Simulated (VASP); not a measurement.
Rh:

```xyz
2
Lattice="2.7783 0.0000 0.0000 -1.3891 2.4061 0.0000 0.0000 0.0000 4.4711" Properties=species:S:1:pos:R:3 pbc="T T T"
Rh    1.3891    0.8020    3.3533
Rh    0.0000    1.6040    1.1178
```

This isn't the form of Rh at room conditions, which is fcc.

Base run:

```yaml
Program: VASP 6.6.1
Functional: PBE
Potentials_or_basis: VASP PAW PBE potentials, release 64 (Rh_pv)
Cutoff: 500 eV
k_mesh: 21 × 21 × 12
Occupations: gaussian, width 0.15 eV
Spin: collinear spin, ferromagnetic start
Starting_moments: "[0.75, 0.75] μB"
Fixed_moment: 1.5 μB
```

Its results: pressure -9.7 GPa; site moments Rh +0.75 μB.

The run is repeated on the same cell with these changes: fixed moment from 1.5 μB to 0.5 μB; moments at the start from [0.75, 0.75] to [0.25, 0.25]. What comes out?

Pressure -12.2 GPa; site moments Rh +0.25 μB.

Caveats: the cell stands under tension; the total moment is fixed, so each spin has its own Fermi level and the state may be an excited one.
